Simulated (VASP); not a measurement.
## PbO: single point with PBE

Crystal: PbO.

```
Pb O
1.0
     3.88899    0.00000    0.00000
     0.00000    3.88899    0.00000
     0.00000    0.00000    5.06474
Pb O
2 2
Direct
  0.00000 0.50000 0.20694
  0.50000 0.00000 0.79306
  0.00000 0.00000 0.00000
  0.50000 0.50000 0.00000
```

This cell differs from its parent crystal: strained.

| Quantity | Value |
| --- | --- |
| Program | VASP 6.6.1 |
| Task | single point |
| Functional | PBE |
| Potentials or basis | VASP PAW PBE potentials, release 64 (Pb_d, O) |
| Cutoff | 520 eV |
| k mesh | 8 × 8 × 6 |
| Occupations | gaussian, width 0.02 eV |
| Spin | no spin polarisation |
| Dipole correction | no |
| Further INCAR settings | ALGO = Normal; EDIFF = 1e-06; NBANDS = 28 |

| Item | Value |
| --- | --- |
| Pressure | 19.6 GPa |
| Largest force | 3.785 eV/Å |
| Band gap on the k mesh | 1.36 eV (least direct gap 2.02 eV) |

Forces in eV/Å, atoms in the order of the input:
```
Pb   0.000  0.000  3.785
Pb   0.000  0.000 -3.785
O    0.000  0.000  0.000
O    0.000  0.000  0.000
```

Stress tensor (GPa, compression positive):
```
20.70  0.00  0.00
 0.00 20.70  0.00
 0.00  0.00 17.28
```

Levels at points of the mesh, in eV from the valence-band top:
```
           k point  band 16  band 17  band 18  band 19  band 20  band 21  band 22  band 23  band 24  band 25
(0.00, 0.00, 0.00)    -5.39    -2.67    -2.67    -2.28    -0.10     2.10     4.53     6.50     6.50     6.72
(0.50, 0.00, 0.00)    -4.04    -4.01    -4.01    -1.67    -1.67     3.52     3.52     6.10     6.10     7.42
(0.50, 0.50, 0.00)    -4.36    -1.86    -1.86    -1.53    -1.53     1.76     1.76     5.60     5.60     8.09
(0.00, 0.00, 0.50)    -4.22    -2.68    -2.68    -2.31    -0.99     1.36     4.37     4.69     4.69     8.34
(0.50, 0.00, 0.50)    -4.42    -4.02    -4.02    -1.12    -1.12     3.09     3.09     7.06     7.06     7.29
(0.50, 0.50, 0.50)    -4.62    -2.00    -2.00    -1.86    -1.86     3.91     3.91     4.66     4.66     5.69
```

Wall time 2.9 min on 1 thread of Intel Xeon 8259CL, with other jobs on the host, peak memory 0.25 GiB.

Caveat: the cell differs from its parent crystal (strained); the cell stands under pressure; spin-orbit coupling is left out, which moves the levels of the heavy elements; forces of over 1 eV/Å act on the atoms, so gaps and moduli don't describe the material at rest. A k mesh can miss the band edges.
